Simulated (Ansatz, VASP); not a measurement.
## MoH6 in VASP and in Ansatz

```
H Mo
1.0
     0.00000    2.63401    2.63401
     2.63401    0.00000    2.63401
     2.63401    2.63401    0.00000
H Mo
6 1
Direct
  0.50000 0.50000 0.00000
  0.50000 0.00000 0.50000
  0.00000 0.00000 0.50000
  0.00000 0.50000 0.00000
  0.00000 0.50000 0.50000
  0.50000 0.00000 0.00000
  0.00000 0.00000 0.00000
```

Change from the starting cell: species swapped into the Zn6Mo type (Fm-3m, No. 225).

Alike in both runs: functional PBE; k mesh 3 × 3 × 3; occupations gaussian, width 0.15 eV; no spin polarisation.

Ansatz relaxed the structure, and its values are those at the end. VASP's run is a single point on that final structure, the one shown.

|  | VASP | Ansatz |
| --- | --- | --- |
| version | VASP 6.6.1 | Ansatz 0.2.0 |
| potentials or method | VASP PAW PBE potentials, release 64 (H, Mo_sv), cutoff 500 eV | scalar-relativistic, plane waves, PAW |
| valence electrons in the cell | 20 | 20 |

```csv
,VASP,Ansatz,Ansatz less VASP
gap on the k mesh at the Fermi level (eV),2.19,2.19,-0.002
least direct gap on the mesh (eV),3.02,3.02,-0.002
pressure (GPa),-0.3,-0.2,+0.15
```

The k mesh is coarse, so the values compare programs but aren't converged.
